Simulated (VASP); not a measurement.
# H4C5S3O7: single point with r2SCAN+D3(BJ)

The system is H4C5S3O7.

```xyz
38
Lattice="9.9160 0.0000 0.0000 0.0000 9.9160 0.0000 0.0000 0.0000 9.9160" Properties=species:S:1:pos:R:3 pbc="T T T"
O     1.5287    4.6459    6.6181
O     0.6308    6.7296    5.9878
O     5.7817    3.7761    3.6209
O     4.8984    4.8701    1.8364
O     5.4677    9.6401    7.8601
O     6.2259   10.5996    5.9248
O     2.1822    6.3612    2.3219
O     1.5113    7.8845    0.6943
O     7.6327    0.8164    3.4153
O     4.2184    6.6631    9.5853
O    10.2559    5.1352    9.6044
O     0.6101    2.7831    4.5868
O     4.3659    6.3400    5.3487
O     3.9818    3.8215    8.2406
C     1.4263    6.0922    6.6745
C     5.0191    3.8536    2.4894
C     5.3298   10.3392    6.6927
C     1.4877    7.4071    1.7990
C     8.1712    0.0796    4.0645
C     5.2101    6.2939    9.1419
C     9.5297    4.9564   10.4700
C     1.0285    2.2313    3.6724
C     4.1315    7.3864    4.9779
C     3.2012    3.0144    8.5124
H     0.9419    4.3234    5.9582
H     2.2301    6.3684    7.3951
H     5.9487    4.6152    4.0034
H     4.7471    2.8486    2.3825
H     6.3850    9.3114    7.9310
H     4.2944   10.7453    6.6612
H     2.8190    5.9851    1.7470
H     0.7677    7.7574    2.6000
S     9.0085   -0.9995    4.9331
S     6.5551    5.8957    8.5118
S     8.5591    4.6086   11.6684
S     1.6028    1.4493    2.4002
S     3.9021    8.8202    4.3722
S     2.2994    1.7663    8.7828
```

```json
{"Program": "VASP 6.6.1", "Task": "single point", "Functional": "r2SCAN", "Dispersion": "D3(BJ)", "Potentials or basis": "VASP PAW PBE potentials, release 64 (O, C, H, S)", "Cutoff": "520 eV", "k mesh": "1 × 1 × 1", "Occupations": "fermi-dirac, width 0.02 eV", "Spin": "no spin polarisation", "Dipole correction": "no", "Further INCAR settings": "LREAL = Auto; ALGO = Normal; EDIFF = 1e-06; NBANDS = 109"}
```

```json
{
 "Pressure": "0.0 GPa",
 "Largest force": "7.240 eV/Å",
 "Band gap on the k mesh": "4.64 eV",
 "Dispersion energy per atom": "-0.024 eV"
}
```

Forces in eV/Å, atoms in the order of the input:
```
O    0.889  3.263  1.284
O    1.850 -1.085  1.691
O   -0.874 -1.491 -0.594
O   -0.773 -0.833  0.181
O    0.019  0.012 -0.661
O   -0.429 -0.243  0.227
O   -1.450  1.105  0.918
O    0.552 -0.310 -0.106
O   -2.455  3.348 -2.930
O   -1.850  0.465  0.773
O    1.391  0.550 -1.783
O   -0.761  0.971  1.550
O    0.595 -3.449  1.408
O    0.455  1.073 -0.042
C   -0.751 -2.270 -1.283
C    2.265  2.010  1.334
C    0.154  0.632  0.990
C   -1.144  0.056  1.284
C    3.673 -4.804  3.981
C    1.155 -0.048 -0.534
C   -2.053 -1.020  2.676
C    1.456 -2.025 -3.192
C   -0.590  4.251 -2.031
C   -0.509 -1.665 -0.051
H   -1.188 -0.489 -1.202
H   -0.733  0.504 -0.353
H    0.459  1.859  0.491
H   -1.222 -1.542 -1.286
H   -0.127  0.112 -0.142
H    0.407 -0.347 -0.178
H    1.461 -0.578 -1.561
H    0.690 -0.235 -0.518
S   -1.159  1.502 -1.231
S    0.774 -0.264 -0.327
S    0.701  0.391 -0.865
S   -0.743  1.020  1.635
S   -0.114 -0.929  0.382
S   -0.021  0.505  0.064
```

Stress tensor (GPa, compression positive):
```
 0.17  0.30 -0.32
 0.30 -0.13  0.49
-0.32  0.49 -0.13
```

Levels at points of the mesh, in eV from the valence-band top:
| k point | band 81 | band 82 | band 83 | band 84 | band 85 | band 86 | band 87 | band 88 |
| --- | --- | --- | --- | --- | --- | --- | --- | --- |
| (0.00, 0.00, 0.00) | -0.53 | -0.28 | -0.24 | 0.00 | 4.64 | 4.70 | 4.82 | 4.87 |

It took 6.6 min on 1 thread of Intel(R) Xeon(R) 6975P-C (Granite Rapids), on a shared host, peak memory 1.1 GiB.

Caveat: the k points lie up to 0.63 Å⁻¹ apart; the PAW data sets were made with another functional, which shifts forces and pressure a little.
